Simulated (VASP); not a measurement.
A run of VASP 6.6.1 is set up as follows.

File INCAR:

```
SYSTEM = Si5Sn
PREC = Accurate
ENCUT = 600
EDIFF = 1E-7
ISMEAR = 0
SIGMA = 0.1
LREAL = .False.
LASPH = .True.
NELM = 100
ALGO = Normal
ISIF = 3
LWAVE = .False.
LCHARG = .False.
GGA = PE
IBRION = 2
NSW = 100
EDIFFG = -0.01
```

KPOINTS

```
Automatic mesh
0
Gamma
  12 12 6
  0 0 0
```

Contents of POSCAR:

```
Si5Sn
1.0
    4.7462097450      0.0000000000      0.0000000000
   -2.3731048725      4.1103382109      0.0000000000
    0.0000000000      0.0000000000      8.1622036524
Si Sn
5 1
Direct
    0.5000000000      0.0000000000      0.5000000000
    0.0000000000      0.5000000000      0.5000000000
    0.5000000000      0.5000000000      0.5000000000
    0.0000000000      0.0000000000      0.6631342686
    0.0000000000      0.0000000000      0.3368657314
    0.0000000000      0.0000000000      0.0000000000
```

Potentials or basis: VASP PAW PBE potentials, release 64 (Si, Sn_d).

The run is started by

```console
$ cat potpaw_PBE.64/Si/POTCAR potpaw_PBE.64/Sn_d/POTCAR > POTCAR
$ mpirun -np 1 vasp_std > vasp.out
```

(1) Estimate the relaxed volume.

(2) Predict the band gap on the k mesh.

(3) What does it give for the space group after relaxing (to 0.1 Å)?

Results:

(1) 26.63 Å³/atom.

(2) zero (bands 17 and 18 overlap by 0.90 eV).

(3) P6/mmm (No. 191).

Caveat: spin-orbit coupling is left out, which moves the levels of the heavy elements.
